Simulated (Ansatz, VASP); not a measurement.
Mg5ZnS6: VASP beside Ansatz

The input POSCAR:

```
Mg5ZnS6
1.0
    3.6845300000      0.0000000000      0.0000000000
    0.0000000000      3.6845300000      0.0000000000
    0.0000000000      0.0000000000     15.6281640000
Mg Zn S
5 1 6
Direct
    0.5000000000      0.5000000000      0.1643460000
    0.0000000000      0.0000000000      0.3323690000
    0.5000000000      0.5000000000      0.5000000000
    0.0000000000      0.0000000000      0.6676310000
    0.5000000000      0.5000000000      0.8356540000
    0.0000000000      0.0000000000      0.0000000000
    0.0000000000      0.0000000000      0.1637530000
    0.5000000000      0.5000000000      0.3323200000
    0.0000000000      0.0000000000      0.5000000000
    0.5000000000      0.5000000000      0.6676800000
    0.0000000000      0.0000000000      0.8362470000
    0.5000000000      0.5000000000      0.0000000000
```

Contents of INCAR.step1:

```
PREC = Accurate
ENCUT = 520
ISMEAR = 0
SIGMA = 0.02
LREAL = F
LASPH = T
NELM = 60
NBANDS = 41
GGA = PE
ALGO = Normal
EDIFF = 1E-4
LWAVE = T
LCHARG = F
```

INCAR.step2

```
PREC = Accurate
ENCUT = 520
EDIFF = 1E-6
ISMEAR = 0
SIGMA = 0.02
LREAL = F
LASPH = T
NELM = 60
ALGO = Normal
ISIF = 2
LWAVE = F
LCHARG = T
METAGGA = R2SCAN
LMIXTAU = T
LELF = T
LVHAR = T
NBANDS = 41
ISTART = 1
```

Contents of KPOINTS:

```
Automatic mesh
0
Gamma
  8 8 2
```

Input for Ansatz:

```yaml
crystal:
  lattice:
    - [3.68453, 0.0, 0.0]
    - [0.0, 3.68453, 0.0]
    - [0.0, 0.0, 15.628164]
  atoms:
    - { symbol: Mg, position: [0.5, 0.5, 0.164346] }
    - { symbol: Mg, position: [0.0, 0.0, 0.332369] }
    - { symbol: Mg, position: [0.5, 0.5, 0.5] }
    - { symbol: Mg, position: [0.0, 0.0, 0.667631] }
    - { symbol: Mg, position: [0.5, 0.5, 0.835654] }
    - { symbol: Zn, position: [0.0, 0.0, 0.0] }
    - { symbol: S, position: [0.0, 0.0, 0.163753] }
    - { symbol: S, position: [0.5, 0.5, 0.33232] }
    - { symbol: S, position: [0.0, 0.0, 0.5] }
    - { symbol: S, position: [0.5, 0.5, 0.66768] }
    - { symbol: S, position: [0.0, 0.0, 0.836247] }
    - { symbol: S, position: [0.5, 0.5, 0.0] }
basis:
  ecutwfc: 500
kpoints:
  mp_grid: { grid: [8, 8, 2] }
  band_path:
    path:
      - [[0.0, 0.0, 0.0], [0.0, 0.5, 0.0], [0.5, 0.5, 0.0], [0.0, 0.0, 0.0], [0.0, 0.0, 0.5], [0.0, 0.5, 0.5], [0.5, 0.5, 0.5], [0.0, 0.0, 0.5]]
      - [[0.0, 0.5, 0.0], [0.0, 0.5, 0.5]]
      - [[0.5, 0.5, 0.0], [0.5, 0.5, 0.5]]
    npoints: 10
hamiltonian:
  xc: r2scan
scf:
  occupations: { method: gaussian, width: 0.02 }
  n_extra_bands: 30
output:
  forces: true
  stress: true
  eigenvalues: true
  populations: true
  dos: { projected: true, de: 0.02, nscf_kmesh: { grid: [12, 12, 3] } }
  bader: false
  write_density: true
  write_potential: true
  elf: true
  volumetric_format: npy
```

Alike in both runs: task single point; functional r2SCAN; k mesh 8 × 8 × 2; occupations gaussian, width 0.02 eV; no spin polarisation.

```csv
,VASP,Ansatz
version,VASP 6.6.1,Ansatz 0.2.0
potentials or method,"VASP PAW PBE potentials, release 64 (Mg, Zn, S), cutoff 520 eV","scalar-relativistic, plane waves, PAW"
valence electrons in the cell,58,98
```

Ansatz gave:

* gap on the k mesh at the Fermi level (eV): 1.74
* least direct gap on the mesh (eV): 2.30
* pressure (GPa): -1.4
* rms of the force components (eV/Å): 0.008

Q: What did VASP give for the same quantities?

A: gap on the k mesh at the Fermi level (eV): 1.72; least direct gap on the mesh (eV): 2.28; pressure (GPa): -1.7; rms of the force components (eV/Å): 0.003.

VASP's potentials were made for PBE, not for r2SCAN. Atom by atom the forces differ by 0.006 eV/Å (rms over components). The functional is the same, so the differences come from potentials, cutoffs and numerics. VASP's potentials hold 58 valence electrons a cell and Ansatz's 98, so a difference there can come from the potentials and not from the codes.
